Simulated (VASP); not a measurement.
# LiSb7 (P-62m) in VASP: a series of runs, part 2 of 2

VASP 6.6.1.

### Step 3. Single point, PBE

This run uses another cell than the first one, of 32.15 Å³/atom.

Input file INCAR:

```
SYSTEM = LiSb7
PREC = Accurate
ENCUT = 520
EDIFF = 1E-7
ISMEAR = 0
SIGMA = 0.1
LREAL = .FALSE.
LASPH = .TRUE.
NELM = 60
ALGO = Normal
ISIF = 2
LWAVE = .FALSE.
LCHARG = .FALSE.
GGA = PE
NBANDS = 29
```

Input file KPOINTS:

```
Automatic mesh
0
G
  6 6 2
  0 0 0
```

Input file POSCAR:

```
LiSb7
1.0
    5.2714655800      0.0000000000      0.0000000000
   -2.6357327900      4.5652231100      0.0000000000
    0.0000000000      0.0000000000     10.6868237500
Li Sb
1 7
Direct
    0.0000000000      0.0000000000      0.5000000000
    0.3130793100      0.0000000000      0.6590816000
    0.0000000000      0.3130793100      0.6590816000
    0.6869206900      0.6869206900      0.6590816000
    0.3130793100      0.0000000000      0.3409184000
    0.0000000000      0.3130793100      0.3409184000
    0.6869206900      0.6869206900      0.3409184000
    0.0000000000      0.0000000000      0.0000000000
```

Potentials or basis: VASP PAW PBE potentials, release 64 (Li_sv, Sb).

Started as:

```
$ cat potpaw_PBE.64/Li_sv/POTCAR potpaw_PBE.64/Sb/POTCAR > POTCAR
$ mpirun -np 1 vasp_std > vasp.out
```

OUTCAR:

```text
SYSTEM = LiSb7
   PREC = Accurate
   ENCUT = 520
   EDIFF = 1E-7
   ISMEAR = 0
   LREAL = .FALSE.
   LASPH = .TRUE.
   NELM = 60
   ISIF = 2
   GGA = PE

 ion  position               nearest neighbor table
   1  0.000  0.000  0.500-   2 2.37   5 2.37   4 2.37   3 2.37   6 2.37   7 2.37
   2  0.313  0.000  0.659-   1 2.37   3 2.86   4 2.86   4 3.14   3 3.14   3 3.14   4 3.14   5 3.40

   3  0.000  0.313  0.659-   1 2.37   2 2.86   4 2.86   2 3.14   4 3.14   4 3.14   2 3.14   6 3.40

   4  0.687  0.687  0.659-   1 2.37   2 2.86   3 2.86   2 3.14   3 3.14   3 3.14   2 3.14   7 3.40

   5  0.313  0.000  0.341-   1 2.37   6 2.86   7 2.86   7 3.14   6 3.14   6 3.14   7 3.14   2 3.40

   6  0.000  0.313  0.341-   1 2.37   5 2.86   7 2.86   5 3.14   7 3.14   7 3.14   5 3.14   3 3.40

   7  0.687  0.687  0.341-   1 2.37   5 2.86   6 2.86   5 3.14   6 3.14   6 3.14   5 3.14   4 3.40

   8  0.000  0.000  0.000-

  LATTYP: Found a hexagonal cell.
 ALAT       =     5.2714655800
 C/A-ratio  =     2.0272965057

  Lattice vectors:

 A1 = (   5.2714655800,   0.0000000000,   0.0000000000)
 A2 = (  -2.6357327900,   4.5652231100,   0.0000000000)
 A3 = (   0.0000000000,   0.0000000000,  10.6868237500)

Analysis of symmetry for initial positions (statically):
=====================================================================
 Subroutine PRICEL returns:
 Original cell was already a primitive cell.

 Routine SETGRP: Setting up the symmetry group for a
 hexagonal supercell.

 Subroutine GETGRP returns: Found 12 space group operations
 (whereof 12 operations were pure point group operations)
 out of a pool of 24 trial point group operations.

The static configuration has the point symmetry D_3h.

Analysis of symmetry for dynamics (positions and initial velocities):
=====================================================================
 Subroutine PRICEL returns:
 Original cell was already a primitive cell.

 Routine SETGRP: Setting up the symmetry group for a
 hexagonal supercell.

 Subroutine GETGRP returns: Found 12 space group operations
 (whereof 12 operations were pure point group operations)
 out of a pool of 24 trial point group operations.

The dynamic configuration has the point symmetry D_3h.

 Subroutine INISYM returns: Found 12 space group operations
 (whereof 12 operations are pure point group operations),
 and found     1 'primitive' translations

----------------------------------------------------------------------------------------

                                     Primitive cell

  volume of cell :     257.1829

  direct lattice vectors                    reciprocal lattice vectors
     5.271465580  0.000000000  0.000000000     0.189700565  0.109523672  0.000000000
    -2.635732790  4.565223110  0.000000000     0.000000000  0.219047345  0.000000000
     0.000000000  0.000000000 10.686823750     0.000000000  0.000000000  0.093573172

  length of vectors
     5.271465580  5.271465582 10.686823750     0.219047345  0.219047345  0.093573172

  position of ions in fractional coordinates (direct lattice)
     0.000000000  0.000000000  0.500000000
[... 53 lines left out ...]
  0.333333  0.333333  0.000000      2.000000
  0.000000  0.000000  0.500000      1.000000
  0.166667  0.000000  0.500000      6.000000
  0.333333  0.000000  0.500000      6.000000
  0.500000 -0.000000  0.500000      3.000000
  0.166667  0.166667  0.500000      6.000000
  0.333333  0.166667  0.500000     12.000000
  0.333333  0.333333  0.500000      2.000000
   k-points           NKPTS =     14   k-points in BZ     NKDIM =     14   number of bands    NBANDS=     29
   number of dos      NEDOS =    301   number of ions     NIONS =      8
   total plane-waves  NPLWV = 128000
   dimension x,y,z NGX =    40 NGY =   40 NGZ =   80
   dimension x,y,z NGXF=    80 NGYF=   80 NGZF=  160
   ions per type =               1   7
   NGX,Y,Z   is equivalent  to a cutoff of  12.61, 12.61, 12.44 a.u.
   NGXF,Y,Z  is equivalent  to a cutoff of  25.23, 25.23, 24.89 a.u.
 SYSTEM =  LiSb7
   PREC   = accura    normal or accurate (medium, high low for compatibility)
   ISTART =      0    job   : 0-new  1-cont  2-samecut
   ICHARG =      2    charge: 1-file 2-atom 10-const
   ISPIN  =      1    spin polarized calculation?
   LNONCOLLINEAR =      F non collinear calculations
   LSORBIT =      F    spin-orbit coupling
   LASPH  =      T    aspherical Exc in radial PAW
   ENCUT  =  520.0 eV  38.22 Ry    6.18 a.u.   9.80  9.80 19.87*2*pi/ulx,y,z
   NELM   =     60;   NELMIN=  2; NELMDL= -5     # of ELM steps
   EDIFF  = 0.1E-06   stopping-criterion for ELM
   LREAL  =      F    real-space projection
   EDIFFG = 0.1E-05   stopping-criterion for IOM
   NSW    =      0    number of steps for IOM
   IBRION =     -1    ionic relax: 0-MD 1-quasi-New 2-CG
   NFREE  =      0    steps in history (QN), initial steepest desc. (CG)
   ISIF   =      2    stress and relaxation
   ISYM   =      2    0-nonsym 1-usesym 2-fastsym
   POTIM  = 0.5000    time-step for ionic-motion
   TEBEG  =    0.0;   TEEND  =   0.0 temperature during run
   PSTRESS=    0.0 pullay stress
   NELECT =      38.0000    total number of electrons
   NUPDOWN=      -1.0000    fix difference up-down
   EMIN   =  10.00;   EMAX   =-10.00  energy-range for DOS
   EFERMI =   0.00;   METHOD = LEGACY
   ISMEAR =     0;   SIGMA  =   0.10  broadening in eV -4-tet -1-fermi 0-gaus
   EFERMI_NEDOS =   21; number of points for ismear=-14 and -15
   IALGO  =     38    algorithm
   IMIX   =      4    mixing-type and parameters
     AMIX     =   0.40;   BMIX     =  1.00
     AMIX_MAG =   1.60;   BMIX_MAG =  1.00
  volume/ion in A,a.u.               =      32.15       216.94
  Fermi-wavevector in a.u.,A,eV,Ry     =   0.865477  1.635514 10.191442  0.749050
  Thomas-Fermi vector in A             =   1.983725
   LORBIT       =      0    0 simple, 1 ext, 2 COOP (PROOUT), +10 PAW based schemes
   GGA     = PE    functional components
   LHFCALC =     F    Hartree Fock is set to
   AEXX    =    0.0000 exact exchange contribution
   IVDW    =     0    specifies the selected vdW correction
   LEPSILON=     F    determine dielectric tensor
   LRPA    =     F    only Hartree local field effects (RPA)
 non-spin polarized calculation
 Gauss-broadening in eV      SIGMA  =   0.10
  energy-cutoff  :      520.00
  volume of cell :      257.18
 maximum number of plane-waves:      6951
 NGX is ok and might be reduce to    40
   NGX = 19   NGY = 19   NGZ = 39

 number of electron      38.0000004 magnetization

 Free energy of the ion-electron system (eV)
  ---------------------------------------------------
  ext. energy  EPLUGINS =         0.00000000
  ---------------------------------------------------
  free energy    TOTEN  =       -24.44139834 eV

  energy without entropy =      -24.38436445  energy(sigma->0) =      -24.41288140

 E-fermi :   5.1135     XC(G=0):  -8.5671

 val. band max:        5.1076013204   @ k =   0.1667   0.1667   0.5000
 cond. band min:       5.1191120507   @ k =   0.3333   0.1667   0.0000
 fundamental gap:      0.0115107303
 Fermi energy:         5.1135263282

 k-point     1 :       0.0000    0.0000    0.0000
  band No.  band energies     occupation
      1     -41.0278      2.00000
      2      -7.9587      2.00000
      3      -7.3577      2.00000
      4      -3.2793      2.00000
      5      -2.3578      2.00000
      6      -2.3578      2.00000
[... 437 lines left out ...]
     28       9.2858      0.00000
     29       9.7785      0.00000

------------------------ aborting loop because EDIFF is reached ----------------------------------------

  FORCE on cell =-STRESS in cart. coord.  units (eV):
  Direction    XX          YY          ZZ          XY          YZ          ZX
  --------------------------------------------------------------------------------------
  -------------------------------------------------------------------------------------
  Total       20.2228700     20.2228700      0.6540535      0.0000000      0.0000000      0.0000000
  in kB      125.9828250    125.9828251      4.0745705      0.0000000      0.0000000      0.0000000
  external PRESSURE =      85.3467402 kB  Pullay stress =       0.0000000 kB

 VOLUME and BASIS-vectors are now :
 -----------------------------------------------------------------------------
  energy-cutoff  :      520.00
  volume of cell :      257.18
      direct lattice vectors                 reciprocal lattice vectors
     5.271465580  0.000000000  0.000000000     0.189700565  0.109523672  0.000000000
    -2.635732790  4.565223110  0.000000000     0.000000000  0.219047345  0.000000000
     0.000000000  0.000000000 10.686823750     0.000000000  0.000000000  0.093573172

 POSITION                                       TOTAL-FORCE (eV/Angst)
 -----------------------------------------------------------------------------------
      0.00000      0.00000      5.34341        -0.000000     -0.000000      0.000000
      1.65039      0.00000      7.04349         1.602543     -0.000000      1.036322
     -0.82519      1.42928      7.04349        -0.801272      1.387843      1.036322
      1.81054      3.13595      7.04349        -0.801272     -1.387843      1.036322
      1.65039      0.00000      3.64333         1.602543     -0.000000     -1.036322
     -0.82519      1.42928      3.64333        -0.801272      1.387843     -1.036322
      1.81054      3.13595      3.64333        -0.801272     -1.387843     -1.036322
      0.00000      0.00000      0.00000        -0.000000     -0.000000      0.000000
 -----------------------------------------------------------------------------------
    total drift:                                0.000000      0.000000      0.000000

  FREE ENERGIE OF THE ION-ELECTRON SYSTEM (eV)
  ---------------------------------------------------
  free  energy   TOTEN  =       -24.4413983425 eV

  energy  without entropy=      -24.3843644531  energy(sigma->0) =      -24.41288140
```

Run time: 2 min. Hardware: 1 thread of Intel Xeon Platinum 8488C (Sapphire Rapids), shared host; peak memory 0.38 GiB.

Results:

```
Free energy            : -24.4414 eV
Largest force          : 1.908 eV/Å
Band gap on the k mesh : zero (bands 19 and 20 overlap by 0.93 eV)
```

Forces on the atoms (eV/Å):
```
Li   0.000  0.000  0.000
Sb   1.603  0.000  1.036
Sb  -0.801  1.388  1.036
Sb  -0.801 -1.388  1.036
Sb   1.603  0.000 -1.036
Sb  -0.801  1.388 -1.036
Sb  -0.801 -1.388 -1.036
Sb   0.000  0.000  0.000
```

Caveat: the cutoff is under 1.25 times the usual one of these potentials, so pressure, stress and relaxed cells hold a basis-set (Pulay) error; spin-orbit coupling is left out, which moves the levels of the heavy elements; forces of over 1 eV/Å act on the atoms, so gaps and moduli don't describe the material at rest.

### Step 4. Relaxation of cell and atoms, PBE

This run uses another cell than the first one, of 32.15 Å³/atom.

Input file INCAR:

```
ALGO     = Normal         # electronic algorithm
EDIFF    = 1E-6           # SCF threshold, eV
EDIFFG   = -0.04          # ionic threshold
ENCUT    = 600            # plane-wave cutoff, eV
GGA      = PE             # functional
IBRION   = 2              # ionic algorithm
ISIF     = 3              # what is computed and relaxed
ISMEAR   = 0              # smearing method
LASPH    = True           # aspherical terms in the spheres
LCHARG   = False          # write CHGCAR
LREAL    = False          # projectors in reciprocal space
LWAVE    = False          # write WAVECAR
NELM     = 60             # most SCF steps
NSW      = 90             # ionic steps
PREC     = Accurate       # precision mode
SIGMA    = 0.1            # smearing width, eV
```

Input file KPOINTS:

```
k-points
0
Gamma
  6 6 2
```

POSCAR is that of step 3.

Started as:

```
$ cat potpaw_PBE.64/Li_sv/POTCAR potpaw_PBE.64/Sb/POTCAR > POTCAR
$ mpirun -np 1 vasp_std > vasp.out
```

Run time: 30 min. Hardware: 1 thread of Intel Xeon Platinum 8488C (Sapphire Rapids), shared host; peak memory 0.48 GiB.

It converged, with:

```
Free energy                           : -30.2515 eV
Relaxed volume                        : 28.80 Å³/atom
Relaxed cell                          : a = 6.132 Å, b = 6.132 Å, c = 7.074 Å, α = 90.00°, β = 90.00°, γ = 120.00°
Space group after relaxing (to 0.1 Å) : P-62m (No. 189)
Energy gained by relaxing             : 726.1 meV/atom
Ionic steps                           : 23
Pressure after relaxing               : 0.0 GPa
Largest force after relaxing          : 0.033 eV/Å
Band gap on the k mesh                : zero (bands 19 and 20 overlap by 0.78 eV)
```

Forces on the atoms (eV/Å):
```
Li   0.000  0.000  0.000
Sb   0.021  0.000  0.026
Sb  -0.010  0.018  0.026
Sb  -0.010 -0.018  0.026
Sb   0.021  0.000 -0.026
Sb  -0.010  0.018 -0.026
Sb  -0.010 -0.018 -0.026
Sb   0.000  0.000  0.000
```

The path:
```csv
step,energy change (eV),largest force (eV/Å),pressure (GPa),volume (Å³)
1,0.0000,1.9073,8.53,257.18
2,-1.8827,0.3351,-3.45,324.95
3,-1.9798,0.4499,-1.96,308.20
4,-2.6332,0.6579,-1.92,295.43
5,-3.6408,1.8914,1.79,254.15
6,-3.6882,1.4053,0.03,265.27
7,-3.7118,1.5363,0.66,260.63
8,-4.0917,1.4212,0.44,255.96
9,-4.7163,1.0825,1.07,241.06
10,-3.8456,1.0563,7.74,207.10
11,-4.8091,1.2628,2.83,231.67
12,-4.8062,1.0875,4.66,219.74
13,-5.2667,0.6642,1.28,227.01
14,-5.3112,0.6159,0.12,230.39
15,-5.5272,0.4859,-0.13,230.23
16,-5.7348,0.1453,0.06,229.15
17,-5.7396,0.1830,-0.04,229.35
18,-5.7485,0.1655,0.00,229.18
19,-5.7709,0.1415,0.14,228.68
20,-5.8001,0.0933,0.55,227.64
21,-5.8067,0.0709,0.06,229.99
22,-5.8068,0.0691,-0.02,230.42
23,-5.8084,0.0333,-0.04,230.39
```

Final structure:
```
CELL_PARAMETERS angstrom
6.13222 0.00000 0.00000
-3.06611 5.31066 0.00000
0.00000 0.00000 7.07446
ATOMIC_POSITIONS crystal
Li 0.00000 0.00000 0.50000
Sb 0.40800 0.00000 0.71547
Sb 0.00000 0.40800 0.71547
Sb 0.59200 0.59200 0.71547
Sb 0.40800 0.00000 0.28453
Sb 0.00000 0.40800 0.28453
Sb 0.59200 0.59200 0.28453
Sb 0.00000 0.00000 0.00000
```

Levels at points of the mesh, in eV from the Fermi level:
```
           k point  band 15  band 16  band 17  band 18  band 19  band 20  band 21  band 22  band 23  band 24
(0.00, 0.00, 0.00)    -2.39    -2.39    -2.13    -2.13    -0.27     0.44     0.44     1.06     3.14     3.59
(0.50, 0.00, 0.00)    -1.81    -0.59    -0.37    -0.15     0.18     0.29     0.32     1.26     1.62     1.99
(0.00, 0.00, 0.50)    -3.36    -2.34    -1.25    -0.62    -0.62     0.41     0.41     1.41     2.54     2.54
(0.50, 0.00, 0.50)    -1.61    -1.48    -1.04    -0.60    -0.52     0.12     0.41     0.48     1.26     1.48
```

Caveat: the cutoff is under 1.25 times the usual one of these potentials, so pressure, stress and relaxed cells hold a basis-set (Pulay) error; a cell axis changed by over 15 % at a fixed basis, so the end point is rough; spin-orbit coupling is left out, which moves the levels of the heavy elements.

### Step 5. Summary

| task | cell | cutoff (eV) | gap on the mesh (eV) | largest force (eV/Å) |
| --- | --- | --- | --- | --- |
| single point | a = 6.121, b = 6.121, c = 7.076 Å, angles 90.0, 90.0, 120.0°, 8 atoms, atomic positions A | 520 | none | 0.03 |
| single point | a = 5.271, b = 5.271, c = 10.687 Å, angles 90.0, 90.0, 120.0°, 8 atoms, atomic positions B | 520 | none | 1.91 |
| relaxation of cell and atoms | relaxed from a = 5.271, b = 5.271, c = 10.687 Å, angles 90.0, 90.0, 120.0°, 8 atoms, atomic positions B | 600 | none | 0.03 |

Alike in all rows: level PBE; potentials or basis VASP PAW PBE potentials, release 64 (Li_sv, Sb); no spin polarisation; k mesh 6 × 6 × 2; smearing gaussian 0.1 eV.

Caveats: some runs use coarse meshes; the cutoff is under 1.25 times the usual one of these potentials, so pressure, stress and relaxed cells hold a basis-set (Pulay) error; spin-orbit coupling is left out, which moves the levels of the heavy elements; forces of over 1 eV/Å act on the atoms, so gaps and moduli don't describe the material at rest (at least some runs); a cell axis changed by over 15 % at a fixed basis, so the end point is rough (at least some runs).

Absolute energies hang on the potentials; compare differences alone.

The gap in the log of VASP goes by the Fermi energy; the results here count the filled bands.